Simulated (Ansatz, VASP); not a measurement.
Mg2Ge3N in VASP and in Ansatz

```
Mg Ge N
1.0
     4.75129    0.00000    0.00000
    -2.37564    4.11474    0.00000
     0.00000    0.00000    5.46702
Mg Ge N
2 3 1
Direct
  0.33333 0.66667 0.00000
  0.66667 0.33333 0.00000
  0.33333 0.66667 0.50000
  0.66667 0.33333 0.50000
  0.00000 0.00000 0.00000
  0.00000 0.00000 0.50000
```

Alike in both runs: functional PBE; k mesh 6 × 6 × 4; occupations gaussian, width 0.1 eV; no spin polarisation.

Ansatz relaxed the structure, and its values are those at the end. VASP's run is a single point on that final structure, the one shown.

|  | VASP | Ansatz |
| --- | --- | --- |
| version | VASP 6.6.1 | Ansatz 0.2.0 |
| potentials or method | VASP PAW PBE potentials, release 64 (Mg, Ge_d, N), cutoff 520 eV | scalar-relativistic, plane waves, PAW |
| valence electrons in the cell | 51 | 67 |

Ansatz gave:

| Quantity | Value |
| --- | --- |
| gap on the k mesh at the Fermi level (eV) | none |
| pressure (GPa) | 0.0 |

What did VASP give for the same quantities?

gap on the k mesh at the Fermi level (eV): none; pressure (GPa): -0.1.

A gap of «none» marks a metal or a gap that the smearing closes. VASP's potentials hold 51 valence electrons a cell and Ansatz's 67, so a difference there can come from the potentials and not from the codes.
